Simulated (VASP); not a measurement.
Write the native input for VASP 6.6.1 that does the following.

```yaml
Task: single point
Functional: LDA
Potentials_or_basis: VASP PAW LDA potentials, release 64 (Os)
Cutoff: 520 eV
k_mesh: 15 × 15 × 15
Occupations: tetrahedron
Spin: no spin polarisation
Hubbard_terms: Os d U = 1.0 eV
Dipole_correction: no
Further_INCAR_settings: ALGO = Normal; EDIFF = 1e-06; NBANDS = 10
```

The structure of Os lies in POSCAR:

```
Os
1.0
    2.5313331119      0.0000000000      0.0000000000
    0.0000000000      2.5313331119      0.0000000000
    0.0000000000      0.0000000000      2.5313331119
Os
1
Direct
    0.0000000000      0.0000000000      0.0000000000
```

The input as run:

INCAR

```
ALGO = Normal
EDIFF = 1E-6
ENCUT = 520
GGA = CA
ISIF = 2
ISMEAR = -4
LASPH = T
LCHARG = F
LDAU = T
LDAUJ = 0
LDAUL = 2
LDAUPRINT = 1
LDAUTYPE = 2
LDAUU = 1
LMAXMIX = 4
LREAL = F
LWAVE = F
NBANDS = 10
NELM = 150
PREC = Accurate
SIGMA = 0.1
```

KPOINTS

```
k-points
0
Gamma
  15 15 15
```

Potentials or basis: VASP PAW LDA potentials, release 64 (Os).

Command:

```bash
$ cat potpaw_LDA.64/Os/POTCAR > POTCAR
$ mpirun -np 1 vasp_std > vasp.out
```

Results of the run:

```
Pressure               : -6.9 GPa
Band gap on the k mesh : zero (band 4 reaches 12.07 eV, above the bottom of band 5 at 6.18 eV)
```

Caveat: spin-orbit coupling is left out, which moves the levels of the heavy elements; U without spin polarisation on a metal has little footing; the U is typed as a test and isn't derived for this compound.

Run time: 11 s on 1 thread of Intel(R) Xeon(R) Platinum 8259CL CPU @ 2.50GHz (Skylake/Cascade Lake) (shared host), peak memory 0.13 GiB.
